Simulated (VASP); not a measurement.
# B2AsH2 (P-3m1) in VASP: relaxation of cell and atoms with PBE

Aim: the relaxation of cell and atoms of B2AsH2 with PBE.

All numbers are computed with VASP 6.6.1; they aren't measurements. Logs are shortened: lines on timing, memory, paths and dates and some standing lists are left out, and cuts for length are marked.

### Step 1. The cell of the first run

The structure is trigonal, space group P-3m1 (No. 164). Conventional cell: a = 4.023 Å, b = 4.023 Å, c = 4.067 Å, α = 90.00°, β = 90.00°, γ = 120.00°. B (site symmetry 3m) has 6 H at 2.36 to 2.71 Å and 3 As at 2.58 Å and 3 B at 2.94 Å within 3.1 Å. H (site symmetry 3m) has 1 H at 0.99 Å within 1.3 Å. Within 2.0 Å of As (site symmetry -3m) lie 2 H at 1.54 Å.

The cell was generated, and may not be a known phase.

### Step 2. Relaxation of cell and atoms, PBE

The input, INCAR:

```
SYSTEM = B2AsH2
ALGO = Normal
EDIFF = 1E-7
EDIFFG = -0.04
ENCUT = 560
GGA = PE
GGA_COMPAT = .FALSE.
IBRION = 2
ISIF = 3
ISMEAR = 0
LASPH = .TRUE.
LCHARG = .FALSE.
LREAL = .FALSE.
LWAVE = .FALSE.
NELM = 120
NELMIN = 4
NSW = 90
PREC = Accurate
SIGMA = 0.1
```

The input, KPOINTS:

```
k-points
0
G
  6 6 4
  0 0 0
```

The input, POSCAR:

```
B2AsH2
1.0
    4.0227658200      0.0000000000      0.0000000000
   -2.0113829100      3.4838174000      0.0000000000
    0.0000000000      0.0000000000      4.0667673700
B H As
2 2 1
Direct
    0.3333333300      0.6666666700      0.7782377000
    0.6666666700      0.3333333300      0.2217623000
    0.0000000000      0.0000000000      0.8778865300
    0.0000000000      0.0000000000      0.1221134700
    0.0000000000      0.0000000000      0.5000000000
```

Potentials or basis: VASP PAW PBE potentials, release 64 (B, H, As_d).

Started as:

```
cat potpaw_PBE.64/B/POTCAR potpaw_PBE.64/H/POTCAR potpaw_PBE.64/As_d/POTCAR > POTCAR
mpirun -np 1 vasp_std > vasp.out
```

OUTCAR:

```text
SYSTEM = B2AsH2
   EDIFF = 1E-7
   EDIFFG = -0.04
   ENCUT = 560
   GGA = PE
   IBRION = 2
   ISIF = 3
   ISMEAR = 0
   LASPH = .TRUE.
   LREAL = .FALSE.
   NELM = 120
   NELMIN = 4
   NSW = 90
   PREC = Accurate

 ion  position               nearest neighbor table
   1  0.333  0.667  0.778-
   2  0.667  0.333  0.222-
   3  0.000  0.000  0.878-   5 1.54
   4  0.000  0.000  0.122-   5 1.54
   5  0.000  0.000  0.500-   3 1.54   4 1.54

  LATTYP: Found a hexagonal cell.
 ALAT       =     4.0227658200
 C/A-ratio  =     1.0109381336

  Lattice vectors:

 A1 = (   4.0227658200,   0.0000000000,   0.0000000000)
 A2 = (  -2.0113829100,   3.4838174000,   0.0000000000)
 A3 = (   0.0000000000,   0.0000000000,   4.0667673700)

Analysis of symmetry for initial positions (statically):
=====================================================================
 Subroutine PRICEL returns:
 Original cell was already a primitive cell.

 Routine SETGRP: Setting up the symmetry group for a
 hexagonal supercell.

 Subroutine GETGRP returns: Found 12 space group operations
 (whereof 12 operations were pure point group operations)
 out of a pool of 24 trial point group operations.

The static configuration has the point symmetry D_3d.

Analysis of symmetry for dynamics (positions and initial velocities):
=====================================================================
 Subroutine PRICEL returns:
 Original cell was already a primitive cell.

 Routine SETGRP: Setting up the symmetry group for a
 hexagonal supercell.

 Subroutine GETGRP returns: Found 12 space group operations
 (whereof 12 operations were pure point group operations)
 out of a pool of 24 trial point group operations.

The dynamic configuration has the point symmetry D_3d.

 Subroutine INISYM returns: Found 12 space group operations
 (whereof 12 operations are pure point group operations),
 and found     1 'primitive' translations

----------------------------------------------------------------------------------------

                                     Primitive cell

  volume of cell :      56.9940

  direct lattice vectors                    reciprocal lattice vectors
     4.022765820  0.000000000  0.000000000     0.248585189  0.143520725  0.000000000
    -2.011382910  3.483817400  0.000000000     0.000000000  0.287041451  0.000000000
     0.000000000  0.000000000  4.066767370     0.000000000  0.000000000  0.245895550

  length of vectors
     4.022765820  4.022765826  4.066767370     0.287041451  0.287041451  0.245895550

  position of ions in fractional coordinates (direct lattice)
     0.333333330  0.666666670  0.778237700
     0.666666670  0.333333330  0.221762300
     0.000000000  0.000000000  0.877886530
     0.000000000  0.000000000  0.122113470
     0.000000000  0.000000000  0.500000000

  ion indices of the primitive-cell ions
   primitive index   ion index
                 1           1
                 2           2
                 3           3
                 4           4
                 5           5

----------------------------------------------------------------------------------------

 KPOINTS: k-points

Automatic generation of k-mesh.
 Grid dimensions read from file:
 generate k-points for:    6    6    4

 Generating k-lattice:

  Cartesian coordinates                     Fractional coordinates (reciprocal lattice)
     0.041430865  0.023920121  0.000000000     0.166666667  0.000000000  0.000000000
     0.000000000  0.047840242  0.000000000     0.000000000  0.166666667  0.000000000
     0.000000000  0.000000000  0.061473888     0.000000000  0.000000000  0.250000000

  Length of vectors
     0.047840242  0.047840242  0.061473888

  Shift w.r.t. Gamma in fractional coordinates (k-lattice)
     0.000000000  0.000000000  0.000000000

 Subroutine IBZKPT returns following result:
 ===========================================

 Found     24 irreducible k-points:

 Following reciprocal coordinates:
            Coordinates               Weight
  0.000000  0.000000  0.000000      1.000000
  0.166667  0.000000  0.000000      6.000000
  0.333333  0.000000  0.000000      6.000000
  0.500000 -0.000000  0.000000      3.000000
  0.166667  0.166667  0.000000      6.000000
  0.333333  0.166667  0.000000     12.000000
[... 16 lines left out ...]
  0.333333  0.166667  0.500000     12.000000
  0.333333  0.333333  0.500000      2.000000
   k-points           NKPTS =     24   k-points in BZ     NKDIM =     24   number of bands    NBANDS=     15
   number of dos      NEDOS =    301   number of ions     NIONS =      5
   total plane-waves  NPLWV =  32768
   dimension x,y,z NGX =    32 NGY =   32 NGZ =   32
   dimension x,y,z NGXF=    64 NGYF=   64 NGZF=   64
   ions per type =               2   2   1
   NGX,Y,Z   is equivalent  to a cutoff of  13.22, 13.22, 13.08 a.u.
   NGXF,Y,Z  is equivalent  to a cutoff of  26.45, 26.45, 26.16 a.u.
 SYSTEM =  B2AsH2
   PREC   = accura    normal or accurate (medium, high low for compatibility)
   ISTART =      0    job   : 0-new  1-cont  2-samecut
   ICHARG =      2    charge: 1-file 2-atom 10-const
   ISPIN  =      1    spin polarized calculation?
   LNONCOLLINEAR =      F non collinear calculations
   LSORBIT =      F    spin-orbit coupling
   LASPH  =      T    aspherical Exc in radial PAW
   ENCUT  =  560.0 eV  41.16 Ry    6.42 a.u.   7.76  7.76  7.85*2*pi/ulx,y,z
   NELM   =    120;   NELMIN=  4; NELMDL= -5     # of ELM steps
   EDIFF  = 0.1E-06   stopping-criterion for ELM
   LREAL  =      F    real-space projection
   EDIFFG = -.4E-01   stopping-criterion for IOM
   NSW    =     90    number of steps for IOM
   IBRION =      2    ionic relax: 0-MD 1-quasi-New 2-CG
   NFREE  =      1    steps in history (QN), initial steepest desc. (CG)
   ISIF   =      3    stress and relaxation
   ISYM   =      2    0-nonsym 1-usesym 2-fastsym
   POTIM  = 0.5000    time-step for ionic-motion
   TEBEG  =    0.0;   TEEND  =   0.0 temperature during run
   PSTRESS=    0.0 pullay stress
   NELECT =      23.0000    total number of electrons
   NUPDOWN=      -1.0000    fix difference up-down
   EMIN   =  10.00;   EMAX   =-10.00  energy-range for DOS
   EFERMI =   0.00;   METHOD = LEGACY
   ISMEAR =     0;   SIGMA  =   0.10  broadening in eV -4-tet -1-fermi 0-gaus
   EFERMI_NEDOS =   21; number of points for ismear=-14 and -15
   IALGO  =     38    algorithm
   IMIX   =      4    mixing-type and parameters
     AMIX     =   0.40;   BMIX     =  1.00
     AMIX_MAG =   1.60;   BMIX_MAG =  1.00
  volume/ion in A,a.u.               =      11.40        76.92
  Fermi-wavevector in a.u.,A,eV,Ry     =   1.209783  2.286159 19.913159  1.463576
  Thomas-Fermi vector in A             =   2.345350
   LORBIT       =      0    0 simple, 1 ext, 2 COOP (PROOUT), +10 PAW based schemes
   GGA     = PE    functional components
   LHFCALC =     F    Hartree Fock is set to
   AEXX    =    0.0000 exact exchange contribution
   IVDW    =     0    specifies the selected vdW correction
   LEPSILON=     F    determine dielectric tensor
   LRPA    =     F    only Hartree local field effects (RPA)
 conjugate gradient relaxation of ions
 non-spin polarized calculation
 Gauss-broadening in eV      SIGMA  =   0.10
  energy-cutoff  :      560.00
  volume of cell :       56.99
 maximum number of plane-waves:      1734
 NGX is ok and might be reduce to    32
   NGX = 15   NGY = 15   NGZ = 15

--------------------------------------- Ionic step        1  -------------------------------------------

 number of electron      23.0000007 magnetization

 Free energy of the ion-electron system (eV)
  ---------------------------------------------------
  ext. energy  EPLUGINS =         0.00000000
  ---------------------------------------------------
  free energy    TOTEN  =       -15.82757018 eV

  energy without entropy =      -15.81983398  energy(sigma->0) =      -15.82370208

------------------------ aborting loop because EDIFF is reached ----------------------------------------

  FORCE on cell =-STRESS in cart. coord.  units (eV):
  Direction    XX          YY          ZZ          XY          YZ          ZX
  --------------------------------------------------------------------------------------
  -------------------------------------------------------------------------------------
  Total       -3.8517269     -3.8517269      4.1315417     -0.0000000      0.0000000      0.0000000
  in kB     -108.2770978   -108.2770982    116.1430594     -0.0000000      0.0000000      0.0000000
  external PRESSURE =     -33.4703789 kB  Pullay stress =       0.0000000 kB
[... 964 lines left out ...]
 k-point    24 :       0.3333    0.3333    0.5000
  band No.  band energies     occupation
      1     -33.0349      2.00000
      2     -33.0349      2.00000
      3     -33.0259      2.00000
      4     -33.0065      2.00000
      5     -33.0065      2.00000
      6      -8.2388      2.00000
      7      -4.8568      2.00000
      8      -4.8568      2.00000
      9      -4.6110      2.00000
     10       0.1204      2.00000
     11       0.1204      2.00000
     12       1.5388      2.00000
     13       4.9902      0.00000
     14       4.9902      0.00000
     15       6.3064      0.00000

[... ionic steps 4 to 30 ...]

--------------------------------------- Ionic step       31  -------------------------------------------

 number of electron      22.9999928 magnetization

------------------------ aborting loop because EDIFF is reached ----------------------------------------

  FORCE on cell =-STRESS in cart. coord.  units (eV):
  Direction    XX          YY          ZZ          XY          YZ          ZX
  --------------------------------------------------------------------------------------
  -------------------------------------------------------------------------------------
  Total       -0.1896581     -0.1896581      0.0479938      0.0000000     -0.0000000      0.0000000
  in kB       -4.4871400     -4.4871400      1.1354892      0.0000000     -0.0000000      0.0000000
  external PRESSURE =      -2.6129302 kB  Pullay stress =       0.0000000 kB
[... 63 lines left out ...]
  energy  without entropy=      -18.8037389235  energy(sigma->0) =      -18.81362696

--------------------------------------- Ionic step       33  -------------------------------------------

 number of electron      22.9999922 magnetization

 Free energy of the ion-electron system (eV)
  ---------------------------------------------------
  ext. energy  EPLUGINS =         0.00000000
  ---------------------------------------------------
  free energy    TOTEN  =       -18.82552899 eV

  energy without entropy =      -18.80763332  energy(sigma->0) =      -18.81658116

 E-fermi :   0.8651     XC(G=0):  -8.5878

 val. band max:        0.7954042886   @ k =  -0.1667   0.5000   0.2500
 cond. band min:       0.8888318498   @ k =   0.1667   0.1667   0.5000
 fundamental gap:      0.0934275612
 Fermi energy:         0.8651342252

 k-point     1 :       0.0000    0.0000    0.0000
  band No.  band energies     occupation
      1     -35.3128      2.00000
      2     -35.3128      2.00000
      3     -35.2924      2.00000
      4     -35.2913      2.00000
      5     -35.2913      2.00000
      6     -13.9652      2.00000
      7      -6.1548      2.00000
      8      -5.3365      2.00000
      9      -0.4222      2.00000
     10      -0.4222      2.00000
     11       0.7583      1.86920
     12       1.4351      0.00000
[... 447 lines left out ...]
  FREE ENERGIE OF THE ION-ELECTRON SYSTEM (eV)
  ---------------------------------------------------
  free  energy   TOTEN  =       -18.8255289889 eV

  energy  without entropy=      -18.8076333239  energy(sigma->0) =      -18.81658116

 reached required accuracy - stopping structural energy minimisation
```

Run time: 7 min. Hardware: 1 thread of Intel Xeon Platinum 8259CL at 2.50GHz (Skylake/Cascade Lake), shared host; peak memory 0.2 GiB.

What came out:

| Item | Value |
| --- | --- |
| Free energy | -18.8255 eV |
| Relaxed volume | 13.43 Å³/atom |
| Relaxed cell | a = 3.436 Å, b = 3.436 Å, c = 6.564 Å, α = 90.00°, β = 90.00°, γ = 120.00° |
| Space group after relaxing (to 0.1 Å) | P-3m1 (No. 164) |
| Pressure after relaxing | -0.3 GPa |
| Largest force after relaxing | 0.015 eV/Å |
| Band gap on the k mesh | zero (an odd number of electrons rules out a gap without spin polarisation) |

Forces on the atoms (eV/Å):
```
B    0.000  0.000  0.015
B    0.000  0.000 -0.015
H    0.000  0.000 -0.012
H    0.000  0.000  0.012
As   0.000  0.000  0.000
```

Stress tensor (GPa, compression positive):
```
-0.38  0.00  0.00
 0.00 -0.38  0.00
 0.00  0.00 -0.12
```

Final structure:
```yaml
crystal:
  lattice:
    - [3.43624, 0.00000, 0.00000]
    - [-1.71812, 2.97587, 0.00000]
    - [0.00000, 0.00000, 6.56431]
  atoms:
    - { symbol: B, position: [0.33333, 0.66667, 0.64506] }
    - { symbol: B, position: [0.66667, 0.33333, 0.35494] }
    - { symbol: H, position: [0.00000, 0.00000, 0.94277] }
    - { symbol: H, position: [0.00000, 0.00000, 0.05723] }
    - { symbol: As, position: [0.00000, 0.00000, 0.50000] }
```

Levels at points of the mesh, in eV from the Fermi level:
| k point | band 9 | band 10 | band 11 | band 12 | band 13 | band 14 |
| --- | --- | --- | --- | --- | --- | --- |
| (0.00, 0.00, 0.00) | -1.29 | -1.29 | -0.11 | 0.57 | 0.57 | 2.28 |
| (0.50, 0.00, 0.00) | -4.09 | -3.98 | -3.61 | 0.45 | 0.61 | 2.11 |
| (0.00, 0.00, 0.50) | -1.36 | -1.29 | -1.29 | 0.57 | 0.57 | 2.17 |
| (0.50, 0.00, 0.50) | -3.98 | -3.68 | -3.32 | 0.26 | 0.99 | 2.08 |

Caveat: the k points lie up to 0.35 Å⁻¹ apart in the final cell, too coarse for converged energies and pressures of a metal; the volume moved by over 15 % at a fixed basis, so the end points are rough; an odd number of electrons without spin polarisation forces a metal; a magnetic or distorted state may lie lower.

The gap in the log of VASP goes by the Fermi energy; the results here count the filled bands.